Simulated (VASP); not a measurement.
# BaTe in VASP: a series of runs

Runs on BaTe. Level: PBE. Tasks: single point.

Everything below comes from runs of VASP 6.6.1. Logs are shortened: lines on timing, memory, paths and dates and some standing lists are left out, and cuts for length are marked.

## (1) The cell of the first run

It takes space group Pm-3m (No. 221, cubic). The conventional cell has a = 4.049 Å, b = 4.049 Å, c = 4.049 Å, α = 90.00°, β = 90.00°, γ = 90.00°. Ba (site symmetry m-3m) has 8 Te at 3.51 Å and 6 Ba at 4.05 Å within 4.6 Å. Te (site symmetry m-3m) has 8 Ba at 3.51 Å and 6 Te at 4.05 Å within 4.6 Å.

## (2) Single point, PBE (strain -0.050 along x and y, -0.050 along z)

INCAR reads:

```
ALGO = Normal
EDIFF = 1E-6
ENCUT = 520
GGA = PE
ISIF = 2
ISMEAR = 0
LASPH = T
LCHARG = T
LELF = T
LREAL = F
LVHAR = T
LWAVE = F
NBANDS = 15
NELM = 100
PREC = Accurate
SIGMA = 0.05
```

KPOINTS reads:

```
k-points
0
Gamma
  6 6 6
```

POSCAR reads:

```
BaTe
1.0
    4.0493427000      0.0000000000      0.0000000000
    0.0000000000      4.0493427000      0.0000000000
    0.0000000000      0.0000000000      4.0493427000
Ba Te
1 1
Direct
    0.0000000000      0.0000000000      0.0000000000
    0.5000000000      0.5000000000      0.5000000000
```

Potentials or basis: VASP PAW PBE potentials, release 64 (Ba_sv, Te).

Command:

```
> cat potpaw_PBE.64/Ba_sv/POTCAR potpaw_PBE.64/Te/POTCAR > POTCAR
> mpirun -np 1 vasp_std > vasp.out
```

OUTCAR:

```text
EDIFF = 1E-6
   ENCUT = 520
   GGA = PE
   ISIF = 2
   ISMEAR = 0
   LASPH = T
   LREAL = F
   NELM = 100
   PREC = Accurate

 ion  position               nearest neighbor table
   1  0.000  0.000  0.000-   2 3.51   2 3.51   2 3.51   2 3.51   2 3.51   2 3.51   2 3.51   2 3.51

   2  0.500  0.500  0.500-   1 3.51   1 3.51   1 3.51   1 3.51   1 3.51   1 3.51   1 3.51   1 3.51

  LATTYP: Found a simple cubic cell.
 ALAT       =     4.0493427000

  Lattice vectors:

 A1 = (   4.0493427000,   0.0000000000,   0.0000000000)
 A2 = (   0.0000000000,   4.0493427000,   0.0000000000)
 A3 = (   0.0000000000,   0.0000000000,   4.0493427000)

Analysis of symmetry for initial positions (statically):
=====================================================================
 Subroutine PRICEL returns:
 Original cell was already a primitive cell.

 Routine SETGRP: Setting up the symmetry group for a
 simple cubic supercell.

 Subroutine GETGRP returns: Found 48 space group operations
 (whereof 48 operations were pure point group operations)
 out of a pool of 48 trial point group operations.

The static configuration has the point symmetry O_h .

Analysis of symmetry for dynamics (positions and initial velocities):
=====================================================================
 Subroutine PRICEL returns:
 Original cell was already a primitive cell.

 Routine SETGRP: Setting up the symmetry group for a
 simple cubic supercell.

 Subroutine GETGRP returns: Found 48 space group operations
 (whereof 48 operations were pure point group operations)
 out of a pool of 48 trial point group operations.

The dynamic configuration has the point symmetry O_h .

 Subroutine INISYM returns: Found 48 space group operations
 (whereof 48 operations are pure point group operations),
 and found     1 'primitive' translations

----------------------------------------------------------------------------------------

                                     Primitive cell

  volume of cell :      66.3978

  direct lattice vectors                    reciprocal lattice vectors
     4.049342700  0.000000000  0.000000000     0.246953660  0.000000000  0.000000000
     0.000000000  4.049342700  0.000000000     0.000000000  0.246953660  0.000000000
     0.000000000  0.000000000  4.049342700     0.000000000  0.000000000  0.246953660

  length of vectors
     4.049342700  4.049342700  4.049342700     0.246953660  0.246953660  0.246953660

  position of ions in fractional coordinates (direct lattice)
     0.000000000  0.000000000  0.000000000
     0.500000000  0.500000000  0.500000000

  ion indices of the primitive-cell ions
   primitive index   ion index
                 1           1
                 2           2

----------------------------------------------------------------------------------------

 KPOINTS: k-points

Automatic generation of k-mesh.
 Grid dimensions read from file:
 generate k-points for:    6    6    6

 Generating k-lattice:

  Cartesian coordinates                     Fractional coordinates (reciprocal lattice)
     0.041158943  0.000000000  0.000000000     0.166666667  0.000000000  0.000000000
     0.000000000  0.041158943  0.000000000     0.000000000  0.166666667  0.000000000
     0.000000000  0.000000000  0.041158943     0.000000000  0.000000000  0.166666667

  Length of vectors
     0.041158943  0.041158943  0.041158943

  Shift w.r.t. Gamma in fractional coordinates (k-lattice)
     0.000000000  0.000000000  0.000000000

 Subroutine IBZKPT returns following result:
 ===========================================

 Found     20 irreducible k-points:

 Following reciprocal coordinates:
            Coordinates               Weight
  0.000000  0.000000  0.000000      1.000000
  0.166667  0.000000  0.000000      6.000000
  0.333333  0.000000  0.000000      6.000000
  0.500000  0.000000  0.000000      3.000000
  0.166667  0.166667  0.000000     12.000000
  0.333333  0.166667  0.000000     24.000000
[... 12 lines left out ...]
  0.500000  0.500000  0.333333      6.000000
  0.500000  0.500000  0.500000      1.000000
   k-points           NKPTS =     20   k-points in BZ     NKDIM =     20   number of bands    NBANDS=     15
   number of dos      NEDOS =    301   number of ions     NIONS =      2
   total plane-waves  NPLWV =  27000
   dimension x,y,z NGX =    30 NGY =   30 NGZ =   30
   dimension x,y,z NGXF=    60 NGYF=   60 NGZF=   60
   ions per type =               1   1
   NGX,Y,Z   is equivalent  to a cutoff of  12.32, 12.32, 12.32 a.u.
   NGXF,Y,Z  is equivalent  to a cutoff of  24.63, 24.63, 24.63 a.u.
 SYSTEM =  unknown system
   PREC   = accura    normal or accurate (medium, high low for compatibility)
   ISTART =      0    job   : 0-new  1-cont  2-samecut
   ICHARG =      2    charge: 1-file 2-atom 10-const
   ISPIN  =      1    spin polarized calculation?
   LNONCOLLINEAR =      F non collinear calculations
   LSORBIT =      F    spin-orbit coupling
   LASPH  =      T    aspherical Exc in radial PAW
   ENCUT  =  520.0 eV  38.22 Ry    6.18 a.u.   7.53  7.53  7.53*2*pi/ulx,y,z
   NELM   =    100;   NELMIN=  2; NELMDL= -5     # of ELM steps
   EDIFF  = 0.1E-05   stopping-criterion for ELM
   LREAL  =      F    real-space projection
   EDIFFG = 0.1E-04   stopping-criterion for IOM
   NSW    =      0    number of steps for IOM
   IBRION =     -1    ionic relax: 0-MD 1-quasi-New 2-CG
   NFREE  =      0    steps in history (QN), initial steepest desc. (CG)
   ISIF   =      2    stress and relaxation
   ISYM   =      2    0-nonsym 1-usesym 2-fastsym
   POTIM  = 0.5000    time-step for ionic-motion
   TEBEG  =    0.0;   TEEND  =   0.0 temperature during run
   PSTRESS=    0.0 pullay stress
   NELECT =      16.0000    total number of electrons
   NUPDOWN=      -1.0000    fix difference up-down
   EMIN   =  10.00;   EMAX   =-10.00  energy-range for DOS
   EFERMI =   0.00;   METHOD = LEGACY
   ISMEAR =     0;   SIGMA  =   0.05  broadening in eV -4-tet -1-fermi 0-gaus
   EFERMI_NEDOS =   21; number of points for ismear=-14 and -15
   IALGO  =     38    algorithm
   IMIX   =      4    mixing-type and parameters
     AMIX     =   0.40;   BMIX     =  1.00
     AMIX_MAG =   1.60;   BMIX_MAG =  1.00
  volume/ion in A,a.u.               =      33.20       224.04
  Fermi-wavevector in a.u.,A,eV,Ry     =   1.018741  1.925141 14.120568  1.037832
  Thomas-Fermi vector in A             =   2.152215
   LORBIT       =      0    0 simple, 1 ext, 2 COOP (PROOUT), +10 PAW based schemes
   GGA     = PE    functional components
   LHFCALC =     F    Hartree Fock is set to
   AEXX    =    0.0000 exact exchange contribution
   IVDW    =     0    specifies the selected vdW correction
   LEPSILON=     F    determine dielectric tensor
   LRPA    =     F    only Hartree local field effects (RPA)
 non-spin polarized calculation
 Gauss-broadening in eV      SIGMA  =   0.05
  energy-cutoff  :      520.00
  volume of cell :       66.40
 maximum number of plane-waves:      1804
   NGX = 15   NGY = 15   NGZ = 15

 number of electron      16.0000000 magnetization

 Free energy of the ion-electron system (eV)
  ---------------------------------------------------
  ext. energy  EPLUGINS =         0.00000000
  ---------------------------------------------------
  free energy    TOTEN  =        -8.07750084 eV

  energy without entropy =       -8.07750084  energy(sigma->0) =       -8.07750084

 E-fermi :   5.2608     XC(G=0):  -9.4375

 val. band max:        5.0801132683   @ k =   0.5000   0.5000   0.0000
 cond. band min:       5.4388950771   @ k =   0.0000   0.0000   0.0000
 fundamental gap:      0.3587818088
 Fermi energy:         5.2607923076

 k-point     1 :       0.0000    0.0000    0.0000
  band No.  band energies     occupation
      1     -22.8624      2.00000
      2      -7.8725      2.00000
      3      -7.8725      2.00000
      4      -7.8725      2.00000
      5      -5.8368      2.00000
      6       4.7165      2.00000
      7       4.7165      2.00000
      8       4.7165      2.00000
      9       5.4389      0.00000
     10       5.4389      0.00000
     11       8.3955      0.00000
     12       9.9379      0.00000
     13       9.9379      0.00000
     14       9.9379      0.00000
     15      13.9719      0.00000

 k-point     2 :       0.1667    0.0000    0.0000
  band No.  band energies     occupation
      1     -22.8494      2.00000
      2      -8.1859      2.00000
      3      -7.8496      2.00000
      4      -7.8496      2.00000
      5      -5.4905      2.00000
      6       3.3036      2.00000
      7       4.5144      2.00000
      8       4.5144      2.00000
      9       5.6185      0.00000
     10       6.5626      0.00000
     11       9.4672      0.00000
     12      10.0445      0.00000
     13      10.0886      0.00000
     14      10.0886      0.00000
     15      12.2580      0.00000

 k-point     3 :       0.3333    0.0000    0.0000
  band No.  band energies     occupation
      1     -22.8231      2.00000
      2      -8.6635      2.00000
      3      -7.8031      2.00000
      4      -7.8031      2.00000
      5      -4.8887      2.00000
      6       1.7509      2.00000
      7       4.1313      2.00000
      8       4.1313      2.00000
      9       6.0759      0.00000
     10       8.5493      0.00000
     11      10.2856      0.00000
     12      10.4760      0.00000
     13      10.6520      0.00000
     14      10.6520      0.00000
     15      10.8814      0.00000
[... 271 lines left out ...]
 k-point    19 :       0.5000    0.5000    0.3333
  band No.  band energies     occupation
      1     -22.7276      2.00000
      2      -8.3334      2.00000
      3      -8.3334      2.00000
      4      -8.1574      2.00000
      5      -4.7205      2.00000
      6       1.7658      2.00000
      7       1.7658      2.00000
      8       2.1093      2.00000
      9       8.5652      0.00000
     10       9.5961      0.00000
     11       9.5961      0.00000
     12      11.5752      0.00000
     13      12.1733      0.00000
     14      12.8831      0.00000
     15      13.1566      0.00000

 k-point    20 :       0.5000    0.5000    0.5000
  band No.  band energies     occupation
      1     -22.7163      2.00000
      2      -8.2932      2.00000
      3      -8.2932      2.00000
      4      -8.2932      2.00000
      5      -4.5564      2.00000
      6       1.4845      2.00000
      7       1.4845      2.00000
      8       1.4845      2.00000
      9      10.3938      0.00000
     10      10.3938      0.00000
     11      10.3938      0.00000
     12      12.2294      0.00000
     13      12.2299      0.00000
     14      12.3604      0.00000
     15      12.3604      0.00000

------------------------ aborting loop because EDIFF is reached ----------------------------------------

  FORCE on cell =-STRESS in cart. coord.  units (eV):
  Direction    XX          YY          ZZ          XY          YZ          ZX
  --------------------------------------------------------------------------------------
  -------------------------------------------------------------------------------------
  Total        2.8790625      2.8790625      2.8790625      0.0000000      0.0000000      0.0000000
  in kB       69.4717247     69.4717247     69.4717247      0.0000000      0.0000000      0.0000000
  external PRESSURE =      69.4717247 kB  Pullay stress =       0.0000000 kB

 VOLUME and BASIS-vectors are now :
 -----------------------------------------------------------------------------
  energy-cutoff  :      520.00
  volume of cell :       66.40
      direct lattice vectors                 reciprocal lattice vectors
     4.049342700  0.000000000  0.000000000     0.246953660  0.000000000  0.000000000
     0.000000000  4.049342700  0.000000000     0.000000000  0.246953660  0.000000000
     0.000000000  0.000000000  4.049342700     0.000000000  0.000000000  0.246953660

 POSITION                                       TOTAL-FORCE (eV/Angst)
 -----------------------------------------------------------------------------------
      0.00000      0.00000      0.00000         0.000000      0.000000      0.000000
      2.02467      2.02467      2.02467         0.000000      0.000000      0.000000
 -----------------------------------------------------------------------------------
    total drift:                                0.000000     -0.000000     -0.000000

  FREE ENERGIE OF THE ION-ELECTRON SYSTEM (eV)
  ---------------------------------------------------
  free  energy   TOTEN  =        -8.0775008443 eV

  energy  without entropy=       -8.0775008427  energy(sigma->0) =       -8.07750084
```

It took 8.5 s on 1 thread of Intel Xeon 6975P-C (Granite Rapids), shared host; peak memory 0.17 GiB.

What came out:

```
Free energy            : -8.0775 eV
Pressure               : 6.9 GPa
Band gap on the k mesh : 0.36 eV, indirect (least direct gap 0.72 eV)
```

Caveat: the cell differs from its parent crystal (strain -0.050 along x and y, -0.050 along z); spin-orbit coupling is left out, which moves the levels of the heavy elements.

## (3) Single point, PBE (strain +0.050 along x and y, +0.050 along z)

INCAR reads:

```
PREC     = Accurate       # precision mode
ENCUT    = 520            # plane-wave cutoff, eV
EDIFF    = 1E-7           # SCF threshold, eV
ISMEAR   = 0              # smearing method
SIGMA    = 0.05           # smearing width, eV
LREAL    = False          # projectors in reciprocal space
LASPH    = True           # aspherical terms in the spheres
NELM     = 100            # most SCF steps
ALGO     = Normal         # electronic algorithm
ISIF     = 2              # what is computed and relaxed
LWAVE    = False          # write WAVECAR
LCHARG   = True           # write CHGCAR
GGA      = PE             # functional
LELF     = True           # ELF
LVHAR    = True         
NBANDS   = 15             # bands
```

KPOINTS reads:

```
regular mesh
0
Gamma
  6 6 6
```

POSCAR reads:

```
BaTe
1.0
    4.4755893000      0.0000000000      0.0000000000
    0.0000000000      4.4755893000      0.0000000000
    0.0000000000      0.0000000000      4.4755893000
Ba Te
1 1
Direct
    0.0000000000      0.0000000000      0.0000000000
    0.5000000000      0.5000000000      0.5000000000
```

Potentials or basis: VASP PAW PBE potentials, release 64 (Ba_sv, Te).

Command:

```
> cat potpaw_PBE.64/Ba_sv/POTCAR potpaw_PBE.64/Te/POTCAR > POTCAR
> mpirun -np 1 vasp_std > vasp.out
```

OUTCAR:

```text
PREC = Accurate
   ENCUT = 520
   EDIFF = 1E-7
   ISMEAR = 0
   LREAL = False
   LASPH = True
   NELM = 100
   ISIF = 2
   GGA = PE

 ion  position               nearest neighbor table
   1  0.000  0.000  0.000-   2 3.88   2 3.88   2 3.88   2 3.88   2 3.88   2 3.88   2 3.88   2 3.88

   2  0.500  0.500  0.500-   1 3.88   1 3.88   1 3.88   1 3.88   1 3.88   1 3.88   1 3.88   1 3.88

  LATTYP: Found a simple cubic cell.
 ALAT       =     4.4755893000

  Lattice vectors:

[... 541 lines left out ...]
------------------------ aborting loop because EDIFF is reached ----------------------------------------

  FORCE on cell =-STRESS in cart. coord.  units (eV):
  Direction    XX          YY          ZZ          XY          YZ          ZX
  --------------------------------------------------------------------------------------
  -------------------------------------------------------------------------------------
  Total       -1.8723391     -1.8723391     -1.8723391     -0.0000000      0.0000000      0.0000000
  in kB      -33.4614229    -33.4614229    -33.4614229     -0.0000000      0.0000000      0.0000000
  external PRESSURE =     -33.4614229 kB  Pullay stress =       0.0000000 kB

 VOLUME and BASIS-vectors are now :
 -----------------------------------------------------------------------------
  energy-cutoff  :      520.00
  volume of cell :       89.65
      direct lattice vectors                 reciprocal lattice vectors
     4.475589300  0.000000000  0.000000000     0.223434264  0.000000000  0.000000000
     0.000000000  4.475589300  0.000000000     0.000000000  0.223434264  0.000000000
     0.000000000  0.000000000  4.475589300     0.000000000  0.000000000  0.223434264

 POSITION                                       TOTAL-FORCE (eV/Angst)
 -----------------------------------------------------------------------------------
      0.00000      0.00000      0.00000         0.000000      0.000000      0.000000
      2.23779      2.23779      2.23779         0.000000      0.000000      0.000000
 -----------------------------------------------------------------------------------
    total drift:                               -0.000000      0.000000      0.000000

  FREE ENERGIE OF THE ION-ELECTRON SYSTEM (eV)
  ---------------------------------------------------
  free  energy   TOTEN  =        -8.1456818988 eV

  energy  without entropy=       -8.1456818988  energy(sigma->0) =       -8.14568190
```

OSZICAR:

```text
N       E                     dE             d eps       ncg     rms          rms(c)
DAV:   1     0.817086894334E+02    0.81709E+02   -0.62960E+03   600   0.888E+02
DAV:   2    -0.331889478757E+01   -0.85028E+02   -0.80218E+02   834   0.156E+02
DAV:   3    -0.818780737465E+01   -0.48689E+01   -0.48385E+01   828   0.390E+01
DAV:   4    -0.830701335455E+01   -0.11921E+00   -0.11918E+00   790   0.601E+00
DAV:   5    -0.830932036124E+01   -0.23070E-02   -0.23070E-02   818   0.724E-01    0.310E+00
DAV:   6    -0.814833457247E+01    0.16099E+00   -0.13714E-01   726   0.201E+00    0.192E+00
DAV:   7    -0.813909982789E+01    0.92347E-02   -0.11107E-01   761   0.191E+00    0.802E-01
DAV:   8    -0.814599620071E+01   -0.68964E-02   -0.26923E-02   635   0.970E-01    0.220E-01
DAV:   9    -0.814542777676E+01    0.56842E-03   -0.16768E-03   761   0.209E-01    0.105E-01
DAV:  10    -0.814567590849E+01   -0.24813E-03   -0.54245E-04   643   0.153E-01    0.250E-02
DAV:  11    -0.814568460669E+01   -0.86982E-05   -0.61150E-05   789   0.449E-02    0.242E-02
DAV:  12    -0.814568495844E+01   -0.35175E-06   -0.54156E-06   761   0.127E-02    0.230E-02
DAV:  13    -0.814568161747E+01    0.33410E-05   -0.26949E-06   719   0.916E-03    0.586E-03
DAV:  14    -0.814568151260E+01    0.10487E-06   -0.14450E-06   719   0.481E-03    0.412E-03
DAV:  15    -0.814568166672E+01   -0.15412E-06   -0.18859E-07   670   0.207E-03    0.156E-03
DAV:  16    -0.814568189081E+01   -0.22409E-06   -0.10236E-08   370   0.706E-04    0.186E-03
DAV:  17    -0.814568189877E+01   -0.79610E-08   -0.23336E-09   377   0.330E-04
   1 F= -.81456819E+01 E0= -.81456819E+01  d E =-.150625E-10
```

Wall time 14 s (1 thread of Intel Xeon 6975P-C (Granite Rapids), shared host); peak memory 0.21 GiB.

What came out:

| Quantity | Value |
| --- | --- |
| Free energy | -8.1457 eV |
| Pressure | -3.3 GPa |
| Band gap on the k mesh | 1.06 eV, indirect (least direct gap 1.08 eV) |

Caveat: the cell differs from its parent crystal (strain +0.050 along x and y, +0.050 along z); spin-orbit coupling is left out, which moves the levels of the heavy elements. A k mesh can miss the band edges.

(Part 1 of 2 ends here.)
